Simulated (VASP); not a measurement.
# AlRu (P1) in VASP: single point with PBE

Aim: the single point of AlRu with PBE.

All numbers are computed with VASP 6.6.1; they aren't measurements. Logs are shortened: lines on timing, memory, paths and dates and some standing lists are left out, and cuts for length are marked.

**1. The cell of the first run**

The typed cell holds 2 atoms: a = 2.988 Å, b = 3.010 Å, c = 3.002 Å, α = 89.24°, β = 90.29°, γ = 89.13°.

**2. Single point, PBE (atoms moved at random and the cell strained at random)**

INCAR

```
SYSTEM = AlRu
PREC     = Accurate       ! precision mode
ENCUT    = 520            ! plane-wave cutoff, eV
EDIFF    = 1E-7           ! SCF threshold, eV
ISMEAR   = 0              ! smearing method
SIGMA    = 0.15           ! smearing width, eV
LREAL    = .False.        ! projectors in reciprocal space
LASPH    = .True.         ! aspherical terms in the spheres
NELM     = 80             ! most SCF steps
ALGO     = Fast           ! electronic algorithm
ISIF     = 2              ! what is computed and relaxed
LWAVE    = .False.        ! write WAVECAR
LCHARG   = .False.        ! write CHGCAR
GGA      = PE             ! functional
NBANDS   = 16             ! bands
```

KPOINTS

```
regular mesh
0
Gamma
  12 12 12
  0 0 0
```

POSCAR

```
AlRu
1.0
    2.9878160756      0.0228650776     -0.0077376987
    0.0228650776      3.0098627912      0.0198863244
   -0.0077376987      0.0198863244      3.0020750620
Al Ru
1 1
Direct
    0.0554233016      0.0570247730     -0.1274970239
    0.4445766984      0.4429752270      0.6274970239
```

Potentials or basis: VASP PAW PBE potentials, release 64 (Al, Ru_pv).

Started as:

```console
cat potpaw_PBE.64/Al/POTCAR potpaw_PBE.64/Ru_pv/POTCAR > POTCAR
mpirun -np 1 vasp_std > vasp.out
```

OUTCAR:

```text
SYSTEM = AlRu
   PREC = Accurate
   ENCUT = 520
   EDIFF = 1E-7
   ISMEAR = 0
   LREAL = .False.
   LASPH = .True.
   NELM = 80
   ISIF = 2
   GGA = PE

 ion  position               nearest neighbor table
   1  0.055  0.057  0.873-   2 1.81   2 2.26   2 2.30   2 2.72   2 2.81   2 3.11   2 3.14
   2  0.445  0.443  0.627-   1 1.81   1 2.26   1 2.30   1 2.72   1 2.81   1 3.11   1 3.14

  LATTYP: Found a triclinic cell.
 ALAT       =     6.7319118172
 B/A-ratio  =     0.9954479840
 C/A-ratio  =     1.3495603236
 COS(alpha) =     0.0000153174
 COS(beta)  =     0.6003204813
 COS(gamma) =     0.7970520054

  Lattice vectors:

 A1 = (  -5.9984972288,  -3.0555929464,  -0.0044109270)
 A2 = (  -5.9833698499,  -0.0258438308,   3.0175504594)
 A3 = (  -3.0180708334,  -6.0823633088,  -6.0361850741)

Analysis of symmetry for initial positions (statically):
=====================================================================
 Subroutine PRICEL returns:
 Original cell was already a primitive cell.

 Routine SETGRP: Setting up the symmetry group for a
 triclinic supercell.

 Subroutine GETGRP returns: Found  1 space group operations
 (whereof  1 operations were pure point group operations)
 out of a pool of  2 trial point group operations.

The static configuration has the point symmetry C_1 .

Analysis of symmetry for dynamics (positions and initial velocities):
=====================================================================
 Subroutine PRICEL returns:
 Original cell was already a primitive cell.

 Routine SETGRP: Setting up the symmetry group for a
 triclinic supercell.

 Subroutine GETGRP returns: Found  1 space group operations
 (whereof  1 operations were pure point group operations)
 out of a pool of  2 trial point group operations.

The dynamic configuration has the point symmetry C_1 .

 Subroutine INISYM returns: Found  1 space group operations
 (whereof  1 operations are pure point group operations),
 and found     1 'primitive' translations

----------------------------------------------------------------------------------------

                                     Primitive cell

  volume of cell :      26.9945

  direct lattice vectors                    reciprocal lattice vectors
     2.987816076  0.022865078 -0.007737699     0.334714405 -0.002548542  0.000879592
     0.022865078  3.009862791  0.019886324    -0.002548542  0.332275005 -0.002207622
    -0.007737699  0.019886324  3.002075062     0.000879592 -0.002207622  0.333119821

  length of vectors
[... 78 lines left out ...]
   LSORBIT =      F    spin-orbit coupling
   LASPH  =      T    aspherical Exc in radial PAW
   ENCUT  =  520.0 eV  38.22 Ry    6.18 a.u.   5.56  5.60  5.58*2*pi/ulx,y,z
   NELM   =     80;   NELMIN=  2; NELMDL= -5     # of ELM steps
   EDIFF  = 0.1E-06   stopping-criterion for ELM
   LREAL  =      F    real-space projection
   EDIFFG = 0.1E-05   stopping-criterion for IOM
   NSW    =      0    number of steps for IOM
   IBRION =     -1    ionic relax: 0-MD 1-quasi-New 2-CG
   NFREE  =      0    steps in history (QN), initial steepest desc. (CG)
   ISIF   =      2    stress and relaxation
   ISYM   =      2    0-nonsym 1-usesym 2-fastsym
   POTIM  = 0.5000    time-step for ionic-motion
   TEBEG  =    0.0;   TEEND  =   0.0 temperature during run
   PSTRESS=    0.0 pullay stress
   NELECT =      17.0000    total number of electrons
   NUPDOWN=      -1.0000    fix difference up-down
   EMIN   =  10.00;   EMAX   =-10.00  energy-range for DOS
   EFERMI =   0.00;   METHOD = LEGACY
   ISMEAR =     0;   SIGMA  =   0.15  broadening in eV -4-tet -1-fermi 0-gaus
   EFERMI_NEDOS =   21; number of points for ismear=-14 and -15
   IALGO  =     68    algorithm
   IMIX   =      4    mixing-type and parameters
     AMIX     =   0.40;   BMIX     =  1.00
     AMIX_MAG =   1.60;   BMIX_MAG =  1.00
  volume/ion in A,a.u.               =      13.50        91.08
  Fermi-wavevector in a.u.,A,eV,Ry     =   1.403243  2.651745 26.791105  1.969091
  Thomas-Fermi vector in A             =   2.525924
   LORBIT       =      0    0 simple, 1 ext, 2 COOP (PROOUT), +10 PAW based schemes
   GGA     = PE    functional components
   LHFCALC =     F    Hartree Fock is set to
   AEXX    =    0.0000 exact exchange contribution
   IVDW    =     0    specifies the selected vdW correction
   LEPSILON=     F    determine dielectric tensor
   LRPA    =     F    only Hartree local field effects (RPA)
 non-spin polarized calculation
 RMM-DIIS sequential band-by-band and
 Gauss-broadening in eV      SIGMA  =   0.15
  energy-cutoff  :      520.00
  volume of cell :       26.99
 maximum number of plane-waves:       742
 NGX is ok and might be reduce to    24
   NGX = 11   NGY = 11   NGZ = 11

 number of electron      17.0000001 magnetization

 Free energy of the ion-electron system (eV)
  ---------------------------------------------------
  ext. energy  EPLUGINS =         0.00000000
  ---------------------------------------------------
  free energy    TOTEN  =        -9.37383126 eV

  energy without entropy =       -9.35404592  energy(sigma->0) =       -9.36393859

 E-fermi :  10.2732     XC(G=0): -12.2924

 val. band max:       10.2710088068   @ k =   0.0833   0.0833   0.0833
 cond. band min:      10.2770098601   @ k =  -0.0833   0.3333   0.0833
 fundamental gap:      0.0060010533
 Fermi energy:        10.2731601831

 k-point     1 :       0.0000    0.0000    0.0000
  band No.  band energies     occupation
      1     -31.6313      2.00000
      2     -31.3105      2.00000
      3     -31.1184      2.00000
      4       1.2259      2.00000
      5       5.8459      2.00000
      6       6.5641      2.00000
[... 433 lines left out ...]
      3     -31.1110      2.00000
      4       3.5781      2.00000
      5       6.6175      2.00000
      6       7.1386      2.00000
[... 8 lines left out ...]
     15      23.3294      0.00000
     16      25.3193      0.00000

 [... further k-points ...]
[... 5 lines left out ...]
  --------------------------------------------------------------------------------------
  -------------------------------------------------------------------------------------
  Total       15.6415672     15.0421300      4.6082167      8.3151492     -7.5485841     -7.2215626
  in kB      928.3591314    892.7812988    273.5071205    493.5211776   -448.0239682   -428.6145675
  external PRESSURE =     698.2158502 kB  Pullay stress =       0.0000000 kB

 VOLUME and BASIS-vectors are now :
 -----------------------------------------------------------------------------
  energy-cutoff  :      520.00
  volume of cell :       26.99
      direct lattice vectors                 reciprocal lattice vectors
     2.987816076  0.022865078 -0.007737699     0.334714405 -0.002548542  0.000879592
     0.022865078  3.009862791  0.019886324    -0.002548542  0.332275005 -0.002207622
    -0.007737699  0.019886324  3.002075062     0.000879592 -0.002207622  0.333119821

 POSITION                                       TOTAL-FORCE (eV/Angst)
 -----------------------------------------------------------------------------------
      0.16015      0.19025      2.62002        -9.910707    -10.394894      9.135951
      1.33359      1.35594      1.88916         9.910707     10.394894     -9.135951
 -----------------------------------------------------------------------------------
    total drift:                               -0.000093     -0.000201      0.000109

  FREE ENERGIE OF THE ION-ELECTRON SYSTEM (eV)
  ---------------------------------------------------
  free  energy   TOTEN  =        -9.3738312627 eV

  energy  without entropy=       -9.3540459224  energy(sigma->0) =       -9.36393859
```

OSZICAR:

```text
N       E                     dE             d eps       ncg     rms          rms(c)
DAV:   1     0.127463361222E+03    0.12746E+03   -0.93995E+03 27808   0.100E+03
DAV:   2    -0.785641858142E+01   -0.13532E+03   -0.12856E+03 32344   0.299E+02
DAV:   3    -0.988527867050E+01   -0.20289E+01   -0.20224E+01 38296   0.392E+01
DAV:   4    -0.990028732676E+01   -0.15009E-01   -0.14996E-01 32152   0.354E+00
DAV:   5    -0.990048953622E+01   -0.20221E-03   -0.20221E-03 33224   0.405E-01    0.115E+01
RMM:   6    -0.946772535270E+01    0.43276E+00   -0.57836E-01 28023   0.563E+00    0.421E+00
RMM:   7    -0.938546250263E+01    0.82263E-01   -0.15738E-01 31259   0.261E+00    0.263E+00
RMM:   8    -0.937504376214E+01    0.10419E-01   -0.58683E-02 32751   0.186E+00    0.404E-01
RMM:   9    -0.937387252433E+01    0.11712E-02   -0.62725E-03 32452   0.715E-01    0.194E-01
RMM:  10    -0.937383245535E+01    0.40069E-04   -0.13931E-03 34457   0.358E-01    0.107E-01
RMM:  11    -0.937382924233E+01    0.32130E-05   -0.24843E-04 34191   0.157E-01    0.498E-02
RMM:  12    -0.937383022526E+01   -0.98293E-06   -0.60638E-05 34506   0.713E-02    0.178E-02
RMM:  13    -0.937383080432E+01   -0.57907E-06   -0.62913E-06 34796   0.228E-02    0.281E-03
RMM:  14    -0.937383123441E+01   -0.43009E-06   -0.20639E-06 33480   0.119E-02    0.114E-02
RMM:  15    -0.937383126272E+01   -0.28316E-07   -0.33198E-07 25772   0.476E-03
   1 F= -.93738313E+01 E0= -.93639386E+01  d E =-.197853E-01
```

stdout:

```text
POSCAR found type information on POSCAR AlRu
 POSCAR found :  2 types and       2 ions
 scaLAPACK will be used
 LDA part: xc-table for (Slater+PW92), standard interpolation
 POSCAR, INCAR and KPOINTS ok, starting setup
 FFT: planning ... GRIDC
 FFT: planning ... GRID_SOFT
 FFT: planning ... GRID
 WAVECAR not read
 entering main loop
WARNING in EDDRMM: call to ZHEGV failed, returncode =   6  3     16
WARNING in EDDRMM: call to ZHEGV failed, returncode =   6  3     14
WARNING in EDDRMM: call to ZHEGV failed, returncode =   6  3     14
```

It took 2.2 min on 1 thread of Intel Xeon Platinum 8488C (Sapphire Rapids), shared host; peak memory 0.43 GiB.

Results:

```
Free energy   : -9.3738 eV
Pressure      : 69.8 GPa
Largest force : 17.022 eV/Å
```

Forces in eV/Å, atoms in the order of the input:
```
Al   -9.911 -10.395   9.136
Ru    9.911  10.395  -9.136
```

Stress tensor (GPa, compression positive):
```
 92.84  49.35 -42.86
 49.35  89.28 -44.80
-42.86 -44.80  27.35
```

Caveat: the cell differs from its parent crystal (atoms moved at random and the cell strained at random); forces of over 1 eV/Å act on the atoms, so gaps and moduli don't describe the material at rest.
